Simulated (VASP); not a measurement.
# SiC (Ibam) in VASP: notebook

SiC is run at these levels: PBE; tasks: single point, relaxation of cell and atoms.

Program: VASP 6.6.1. These are calculated values, not measurements. Logs are shortened: lines on timing, memory, paths and dates and some standing lists are left out, and cuts for length are marked.

## 1. The cell of the first run

It takes space group Ibam (No. 72, orthorhombic). Conventional cell: a = 6.217 Å, b = 7.234 Å, c = 5.066 Å, α = 90.00°, β = 90.00°, γ = 90.00°. Within 2.4 Å of Si (site symmetry m) lie 4 C at 1.81 to 1.89 Å. Si (site symmetry 222) has 4 C at 1.81 Å within 2.4 Å. C (site symmetry m) has 4 Si at 1.81 to 1.89 Å within 2.4 Å. Within 2.4 Å of C (site symmetry 222) lie 4 Si at 1.81 Å.

## 2. Single point, PBE

INCAR reads:

```
PREC     = Accurate       # precision mode
ENCUT    = 520            # plane-wave cutoff, eV
EDIFF    = 1E-6           # SCF threshold, eV
ISMEAR   = 0              # smearing method
SIGMA    = 0.1            # smearing width, eV
LREAL    = False          # projectors in reciprocal space
LASPH    = True           # aspherical terms in the spheres
NELM     = 80             # most SCF steps
ALGO     = Normal         # electronic algorithm
ISIF     = 2              # what is computed and relaxed
LWAVE    = False          # write WAVECAR
LCHARG   = True           # write CHGCAR
GGA      = PE             # functional
LELF     = True           # ELF
LVHAR    = True         
NBANDS   = 36             # bands
```

KPOINTS reads:

```
Automatic mesh
0
Gamma
  4 4 4
```

POSCAR reads:

```
SiC
1.0
   -3.1084026800      3.6171317800      2.5331675900
    3.1084026800     -3.6171317800      2.5331675900
    3.1084026800      3.6171317800     -2.5331675900
Si C
6 6
Direct
    0.3449075300      0.3960025900      0.7409101200
    0.1550924700      0.8960025900      0.0510950600
    0.8449075300      0.1039974100      0.9489049400
    0.6550924700      0.6039974100      0.2590898800
    0.7500000000      0.2500000000      0.5000000000
    0.2500000000      0.7500000000      0.5000000000
    0.3449075300      0.1039974100      0.4489049400
    0.1550924700      0.6039974100      0.7590898800
    0.2500000000      0.2500000000      0.0000000000
    0.7500000000      0.7500000000      0.0000000000
    0.8449075300      0.3960025900      0.2409101200
    0.6550924700      0.8960025900      0.5510950600
```

Potentials or basis: VASP PAW PBE potentials, release 64 (Si, C).

Started as:

```sh
$ cat potpaw_PBE.64/Si/POTCAR potpaw_PBE.64/C/POTCAR > POTCAR
$ mpirun -np 1 vasp_std > vasp.out
```

OUTCAR:

```text
PREC = Accurate
   ENCUT = 520
   EDIFF = 1E-6
   ISMEAR = 0
   LREAL = False
   LASPH = True
   NELM = 80
   ISIF = 2
   GGA = PE

 ion  position               nearest neighbor table
   1  0.345  0.396  0.741-  10 1.81   9 1.81   7 1.82   8 1.89   4 2.59   3 2.84   3 2.84   6 2.87
                             5 2.87   5 2.99   6 2.99
   2  0.155  0.896  0.051-   9 1.81  10 1.81   8 1.82   7 1.89   3 2.59   4 2.84   4 2.84   6 2.87
                             5 2.87   5 2.99   6 2.99
   3  0.845  0.104  0.949-   9 1.81  10 1.81  11 1.82  12 1.89   2 2.59   1 2.84   1 2.84   6 2.87
                             5 2.87   5 2.99   6 2.99
   4  0.655  0.604  0.259-   9 1.81  10 1.81  12 1.82  11 1.89   1 2.59   2 2.84   2 2.84   6 2.87
                             5 2.87   5 2.99   6 2.99
   5  0.750  0.250  0.500-   8 1.81   7 1.81  11 1.81  12 1.81   6 2.53   6 2.53   1 2.87   3 2.87
                             2 2.87   4 2.87   3 2.99   4 2.99   1 2.99   2 2.99
   6  0.250  0.750  0.500-  11 1.81   8 1.81   7 1.81  12 1.81   5 2.53   5 2.53   3 2.87   1 2.87
                             4 2.87   2 2.87   2 2.99   3 2.99   4 2.99   1 2.99
   7  0.345  0.104  0.449-   5 1.81   6 1.81   1 1.82   2 1.89
   8  0.155  0.604  0.759-   5 1.81   6 1.81   2 1.82   1 1.89
   9  0.250  0.250  0.000-   4 1.81   2 1.81   3 1.81   1 1.81
  10  0.750  0.750  0.000-   1 1.81   2 1.81   3 1.81   4 1.81
  11  0.845  0.396  0.241-   6 1.81   5 1.81   3 1.82   4 1.89
  12  0.655  0.896  0.551-   5 1.81   6 1.81   4 1.82   3 1.89

  LATTYP: Found a body centered orthorhombic cell.
 ALAT       =     5.0663351800
 B/A-ratio  =     1.2270813397
 C/A-ratio  =     1.4279085972

  Lattice vectors:

 A1 = (   3.1084026800,  -3.6171317800,   2.5331675900)
 A2 = (  -3.1084026800,  -3.6171317800,  -2.5331675900)
 A3 = (   3.1084026800,   3.6171317800,  -2.5331675900)

Analysis of symmetry for initial positions (statically):
=====================================================================
 Subroutine PRICEL returns:
 Original cell was already a primitive cell.

 Routine SETGRP: Setting up the symmetry group for a
 body centered orthorhombic supercell.

 Subroutine GETGRP returns: Found  8 space group operations
 (whereof  4 operations were pure point group operations)
 out of a pool of  8 trial point group operations.

The static configuration has the point symmetry C_2h.
 The point group associated with its full space group is D_2h.

Analysis of symmetry for dynamics (positions and initial velocities):
=====================================================================
 Subroutine PRICEL returns:
 Original cell was already a primitive cell.

 Routine SETGRP: Setting up the symmetry group for a
 body centered orthorhombic supercell.

 Subroutine GETGRP returns: Found  8 space group operations
 (whereof  4 operations were pure point group operations)
 out of a pool of  8 trial point group operations.

The dynamic configuration has the point symmetry C_2h.
 The point group associated with its full space group is D_2h.

 Subroutine INISYM returns: Found  8 space group operations
 (whereof  4 operations are pure point group operations),
 and found     1 'primitive' translations

----------------------------------------------------------------------------------------

                                     Primitive cell

  volume of cell :     113.9267

  direct lattice vectors                    reciprocal lattice vectors
    -3.108402680  3.617131780  2.533167590     0.000000000  0.138231071  0.197381335
     3.108402680 -3.617131780  2.533167590     0.160854320  0.000000000  0.197381335
     3.108402680  3.617131780 -2.533167590     0.160854320  0.138231071  0.000000000

  length of vectors
     5.400254399  5.400254399  5.400254399     0.240971410  0.254624240  0.212089465

  position of ions in fractional coordinates (direct lattice)
     0.344907530  0.396002590  0.740910120
     0.155092470  0.896002590  0.051095060
     0.844907530  0.103997410  0.948904940
     0.655092470  0.603997410  0.259089880
     0.750000000  0.250000000  0.500000000
     0.250000000  0.750000000  0.500000000
     0.344907530  0.103997410  0.448904940
     0.155092470  0.603997410  0.759089880
     0.250000000  0.250000000  0.000000000
     0.750000000  0.750000000  0.000000000
[... 24 lines left out ...]
 generate k-points for:    4    4    4

 Generating k-lattice:

  Cartesian coordinates                     Fractional coordinates (reciprocal lattice)
     0.000000000  0.034557768  0.049345334     0.250000000  0.000000000  0.000000000
     0.040213580  0.000000000  0.049345334     0.000000000  0.250000000  0.000000000
     0.040213580  0.034557768  0.000000000     0.000000000  0.000000000  0.250000000

  Length of vectors
     0.060242852  0.063656060  0.053022366

  Shift w.r.t. Gamma in fractional coordinates (k-lattice)
     0.000000000  0.000000000  0.000000000

 Subroutine IBZKPT returns following result:
 ===========================================

 Found     18 irreducible k-points:

 Following reciprocal coordinates:
            Coordinates               Weight
  0.000000  0.000000  0.000000      1.000000
  0.250000 -0.000000  0.000000      4.000000
  0.500000 -0.000000  0.000000      2.000000
 -0.000000  0.250000  0.000000      4.000000
  0.250000  0.250000  0.000000      8.000000
  0.500000  0.250000  0.000000      8.000000
[... 10 lines left out ...]
 -0.250000 -0.250000  0.250000      2.000000
  0.500000  0.500000  0.500000      1.000000
   k-points           NKPTS =     18   k-points in BZ     NKDIM =     18   number of bands    NBANDS=     36
   number of dos      NEDOS =    301   number of ions     NIONS =     12
   total plane-waves  NPLWV =  64000
   dimension x,y,z NGX =    40 NGY =   40 NGZ =   40
   dimension x,y,z NGXF=    80 NGYF=   80 NGZF=   80
   ions per type =               6   6
   NGX,Y,Z   is equivalent  to a cutoff of  12.31, 12.31, 12.31 a.u.
   NGXF,Y,Z  is equivalent  to a cutoff of  24.63, 24.63, 24.63 a.u.
 SYSTEM =  unknown system
   PREC   = accura    normal or accurate (medium, high low for compatibility)
   ISTART =      0    job   : 0-new  1-cont  2-samecut
   ICHARG =      2    charge: 1-file 2-atom 10-const
   ISPIN  =      1    spin polarized calculation?
   LNONCOLLINEAR =      F non collinear calculations
   LSORBIT =      F    spin-orbit coupling
   LASPH  =      T    aspherical Exc in radial PAW
   ENCUT  =  520.0 eV  38.22 Ry    6.18 a.u.  10.04 10.04 10.04*2*pi/ulx,y,z
   NELM   =     80;   NELMIN=  2; NELMDL= -5     # of ELM steps
   EDIFF  = 0.1E-05   stopping-criterion for ELM
   LREAL  =      F    real-space projection
   EDIFFG = 0.1E-04   stopping-criterion for IOM
   NSW    =      0    number of steps for IOM
   IBRION =     -1    ionic relax: 0-MD 1-quasi-New 2-CG
   NFREE  =      0    steps in history (QN), initial steepest desc. (CG)
   ISIF   =      2    stress and relaxation
   ISYM   =      2    0-nonsym 1-usesym 2-fastsym
   POTIM  = 0.5000    time-step for ionic-motion
   TEBEG  =    0.0;   TEEND  =   0.0 temperature during run
   PSTRESS=    0.0 pullay stress
   NELECT =      48.0000    total number of electrons
   NUPDOWN=      -1.0000    fix difference up-down
   EMIN   =  10.00;   EMAX   =-10.00  energy-range for DOS
   EFERMI =   0.00;   METHOD = LEGACY
   ISMEAR =     0;   SIGMA  =   0.10  broadening in eV -4-tet -1-fermi 0-gaus
   EFERMI_NEDOS =   21; number of points for ismear=-14 and -15
   IALGO  =     38    algorithm
   IMIX   =      4    mixing-type and parameters
     AMIX     =   0.40;   BMIX     =  1.00
     AMIX_MAG =   1.60;   BMIX_MAG =  1.00
  volume/ion in A,a.u.               =       9.49        64.07
  Fermi-wavevector in a.u.,A,eV,Ry     =   1.227289  2.319239 20.493606  1.506238
  Thomas-Fermi vector in A             =   2.362258
   LORBIT       =      0    0 simple, 1 ext, 2 COOP (PROOUT), +10 PAW based schemes
   GGA     = PE    functional components
   LHFCALC =     F    Hartree Fock is set to
   AEXX    =    0.0000 exact exchange contribution
   IVDW    =     0    specifies the selected vdW correction
   LEPSILON=     F    determine dielectric tensor
   LRPA    =     F    only Hartree local field effects (RPA)
 non-spin polarized calculation
 Gauss-broadening in eV      SIGMA  =   0.10
  energy-cutoff  :      520.00
  volume of cell :      113.93
 maximum number of plane-waves:      3088
   NGX = 21   NGY = 21   NGZ = 21

 number of electron      48.0000000 magnetization

 Free energy of the ion-electron system (eV)
  ---------------------------------------------------
  ext. energy  EPLUGINS =         0.00000000
  ---------------------------------------------------
  free energy    TOTEN  =       -82.82920518 eV

  energy without entropy =      -82.82920518  energy(sigma->0) =      -82.82920518

 E-fermi :  10.9283     XC(G=0): -11.6970

 val. band max:       10.4857276570   @ k =   0.0000   0.0000   0.0000
 cond. band min:      11.8196876740   @ k =   0.5000   0.5000   0.5000
 fundamental gap:      1.3339600170
 Fermi energy:        10.9282527456

 k-point     1 :       0.0000    0.0000    0.0000
  band No.  band energies     occupation
      1      -7.4055      2.00000
      2      -3.6352      2.00000
      3      -3.0548      2.00000
      4      -2.8500      2.00000
      5      -2.1121      2.00000
      6      -0.5761      2.00000
[... 691 lines left out ...]
     35      16.6173      0.00000
     36      17.4758      0.00000

------------------------ aborting loop because EDIFF is reached ----------------------------------------

  FORCE on cell =-STRESS in cart. coord.  units (eV):
  Direction    XX          YY          ZZ          XY          YZ          ZX
  --------------------------------------------------------------------------------------
  -------------------------------------------------------------------------------------
  Total       15.7434830     20.4225677     39.5876484      0.0000000      0.0000000      0.0000000
  in kB      221.4042137    287.2072558    556.7301822      0.0000000      0.0000000      0.0000000
  external PRESSURE =     355.1138839 kB  Pullay stress =       0.0000000 kB

 VOLUME and BASIS-vectors are now :
 -----------------------------------------------------------------------------
  energy-cutoff  :      520.00
  volume of cell :      113.93
      direct lattice vectors                 reciprocal lattice vectors
    -3.108402680  3.617131780  2.533167590     0.000000000  0.138231071  0.197381335
     3.108402680 -3.617131780  2.533167590     0.160854320  0.000000000  0.197381335
     3.108402680  3.617131780 -2.533167590     0.160854320  0.138231071  0.000000000

 POSITION                                       TOTAL-FORCE (eV/Angst)
 -----------------------------------------------------------------------------------
      2.46187      2.49515     -0.00000         0.875885      1.510281     -0.000000
      2.46187     -2.49515      2.53317         0.875885     -1.510281      0.000000
      0.64653      6.11228      0.00000        -0.875885      1.510281     -0.000000
      0.64653      1.12198      2.53317        -0.875885     -1.510281      0.000000
      0.00000      3.61713      1.26658         0.000000      0.000000      0.000000
      3.10840     -0.00000      1.26658         0.000000      0.000000      0.000000
      0.64653      2.49515      0.00000         0.709343     -0.997752     -0.000000
      3.75493      1.12198      0.00000         0.709343      0.997752     -0.000000
      0.00000      0.00000      1.26658         0.000000      0.000000      0.000000
      0.00000      0.00000      3.79975         0.000000      0.000000      0.000000
     -0.64653      2.49515      2.53317        -0.709343     -0.997752      0.000000
      2.46187      1.12198      2.53317        -0.709343      0.997752      0.000000
 -----------------------------------------------------------------------------------
    total drift:                               -0.000000      0.000000      0.000000

  FREE ENERGIE OF THE ION-ELECTRON SYSTEM (eV)
  ---------------------------------------------------
  free  energy   TOTEN  =       -82.8292051800 eV

  energy  without entropy=      -82.8292051800  energy(sigma->0) =      -82.82920518
```

Run time: 61 s. Hardware: 1 thread of Intel Xeon 6975P-C, shared host; peak memory 0.25 GiB.

What came out:

```yaml
Free_energy: -82.8292 eV
Pressure: 35.5 GPa
Largest_force: 1.746 eV/Å
Band_gap_on_the_k_mesh: 1.33 eV, indirect (least direct gap 1.65 eV)
```

Forces on the atoms (eV/Å):
```
Si   0.876  1.510  0.000
Si   0.876 -1.510  0.000
Si  -0.876  1.510  0.000
Si  -0.876 -1.510  0.000
Si   0.000  0.000  0.000
Si   0.000  0.000  0.000
C    0.709 -0.998  0.000
C    0.709  0.998  0.000
C    0.000  0.000  0.000
C    0.000  0.000  0.000
C   -0.709 -0.998  0.000
C   -0.709  0.998  0.000
```

Stress tensor (GPa, compression positive):
```
22.14  0.00  0.00
 0.00 28.72  0.00
 0.00  0.00 55.67
```

Caveat: forces of over 1 eV/Å act on the atoms, so gaps and moduli don't describe the material at rest. A k mesh can miss the band edges.

## 3. Single point, PBE

This run uses another cell than the first one, of 10.93 Å³/atom, 1.151 times its volume.

INCAR reads:

```
SYSTEM = SiC
  PREC = Accurate
  ENCUT = 520
  EDIFF = 1E-6
  ISMEAR = 0
  SIGMA = 0.1
  LREAL = .False.
  LASPH = .True.
  NELM = 80
  ALGO = Normal
  ISIF = 2
  LWAVE = .False.
  LCHARG = .False.
  GGA = PE
  NBANDS = 36
```

KPOINTS reads:

```
Automatic mesh
0
Gamma
  4 4 4
  0 0 0
```

POSCAR reads:

```
SiC
1.0
   -3.1335589481      3.7797706706      2.7684783959
    3.1335589481     -3.7797706706      2.7684783959
    3.1335589481      3.7797706706     -2.7684783959
Si C
6 6
Direct
    0.3537061960      0.4054351856      0.7591413817
    0.1462938040      0.9054351856      0.0517289896
    0.8537061960      0.0945648144      0.9482710104
    0.6462938040      0.5945648144      0.2408586183
    0.7500000000      0.2500000000      0.5000000000
    0.2500000000      0.7500000000      0.5000000000
    0.3444794926      0.1043336747      0.4488131673
    0.1555205074      0.6043336747      0.7598541821
    0.2500000000      0.2500000000      0.0000000000
    0.7500000000      0.7500000000      0.0000000000
    0.8444794926      0.3956663253      0.2401458179
    0.6555205074      0.8956663253      0.5511868327
```

Potentials or basis: VASP PAW PBE potentials, release 64 (Si, C).

Started as:

```sh
$ cat potpaw_PBE.64/Si/POTCAR potpaw_PBE.64/C/POTCAR > POTCAR
$ mpirun -np 1 vasp_std > vasp.out
```

Run time: 98 s. Hardware: 1 thread of Intel Xeon 6975P-C, shared host; peak memory 0.28 GiB.

It converged, with:

```yaml
Free_energy: -85.3483 eV
Pressure: 0.0 GPa
Largest_force: 0.012 eV/Å
Band_gap_on_the_k_mesh: 1.31 eV, indirect (least direct gap 1.62 eV)
```

Forces in eV/Å, atoms in the order of the input:
```
Si   0.002  0.011  0.000
Si   0.002 -0.011  0.000
Si  -0.002  0.011  0.000
Si  -0.002 -0.011  0.000
Si   0.000  0.000  0.000
Si   0.000  0.000  0.000
C    0.007 -0.010  0.000
C    0.007  0.010  0.000
C    0.000  0.000  0.000
C    0.000  0.000  0.000
C   -0.007 -0.010  0.000
C   -0.007  0.010  0.000
```

Levels at points of the mesh, in eV from the valence-band top:
```tsv
k point	band 20	band 21	band 22	band 23	band 24	band 25	band 26	band 27	band 28	band 29
(0.00, 0.00, 0.00)	-2.47	-1.39	-0.85	-0.51	0.00	2.71	2.97	3.47	3.93	4.17
(0.50, 0.00, 0.00)	-2.04	-1.93	-1.93	-1.83	-1.83	2.27	2.27	2.92	2.92	4.49
(0.00, 0.50, 0.00)	-3.01	-2.58	-2.58	-0.92	-0.92	2.90	2.90	3.25	3.25	4.83
(0.50, 0.50, 0.00)	-2.06	-1.79	-1.70	-1.41	-1.38	2.22	2.39	2.98	3.91	4.29
(0.50, 0.50, 0.50)	-2.41	-1.93	-1.63	-1.13	-0.31	1.31	1.86	2.88	2.92	3.18
```

A k mesh can miss the band edges. Expect the measured gap to be larger: semilocal functionals such as PBE lack the derivative discontinuity.

(Part 1 of 2 ends here.)
